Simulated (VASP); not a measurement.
Runs of VASP 6.6.1 on AgCl. The structure is that of space group I4mm (No. 107), or close to it. The cells are those of the table. 

| cell | gap on the mesh (eV) | pressure (GPa) | largest force (eV/Å) |
| --- | --- | --- | --- |
| a = 3.812, b = 3.812, c = 3.837 Å, angles 59.8, 59.8, 60.4°, 2 atoms | 0.68 | -0.8 | 0.34 |
| a = 3.786 Å, angles 60.0°, 2 atoms | 0.95 | 4.7 | (c) |
| a = 3.837, b = 3.837, c = 3.887 Å, angles 59.6, 59.6, 60.9°, 2 atoms | 1.06 | (a) | (b) |
| a = 3.736, b = 3.736, c = 3.685 Å, angles 60.4, 60.4, 59.1°, 2 atoms | 0.68 | 5.7 | 0.69 |
| a = 3.761, b = 3.761, c = 3.736 Å, angles 60.2, 60.2, 59.6°, 2 atoms | 0.93 | 7.3 | 1.90 |

Alike in all rows: task single point; level LDA; potentials or basis VASP PAW LDA potentials, release 64 (Ag, Cl); no spin polarisation; k mesh 10 × 10 × 10; cutoff (eV) 520; smearing gaussian 0.05 eV.

Task: Fill in the values left out.

Result: (a) 7.5; (b) 3.42; (c) 1.59.

Caveats: forces of over 1 eV/Å act on the atoms, so gaps and moduli don't describe the material at rest (some runs).

A k mesh can miss the band edges, and the runs leave out spin-orbit coupling on Ag.
